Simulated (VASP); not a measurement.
The system is Ni.

```xyz
1
Lattice="0.0000 1.6651 1.6651 1.6651 0.0000 1.6651 1.6651 1.6651 0.0000" Properties=species:S:1:pos:R:3 pbc="T T T"
Ni    0.0000    0.0000    0.0000
```

Base run:

| Quantity | Value |
| --- | --- |
| Program | VASP 6.6.1 |
| Functional | PBE |
| Dispersion | D4 |
| Potentials or basis | VASP PAW PBE potentials, release 64 (Ni_sv_GW) |
| Cutoff | 590 eV |
| k mesh | 13 × 13 × 13 |
| Occupations | tetrahedron |
| Spin | collinear spin, ferromagnetic start |
| Starting moments | [1.0] μB |
| Hubbard terms | Ni d U = 3.5 eV |

Its results: pressure 34.0 GPa; net moment 0.71 μB per cell; site moments Ni +0.77 μB.

Task: The run is repeated on the same cell with these changes: potentials or basis from VASP PAW PBE potentials, release 64 (Ni_sv_GW) to VASP PAW PBE potentials, release 64 (Ni); cutoff from 590 eV to 520 eV; further incar settings from ALGO = Normal; EDIFF = 1e-06; NBANDS = 19 to ALGO = Normal; EDIFF = 1e-06; NBANDS = 15; valence electrons from 18 to 10. What comes out?

Result: Pressure 24.6 GPa; net moment 0.63 μB per cell; site moments Ni +0.64 μB.

Caveats: pairwise dispersion overbinds metals, which lowers pressure and volume; the U is typed as a test and isn't derived for this compound; tetrahedron occupations give inexact forces and stress in metals.
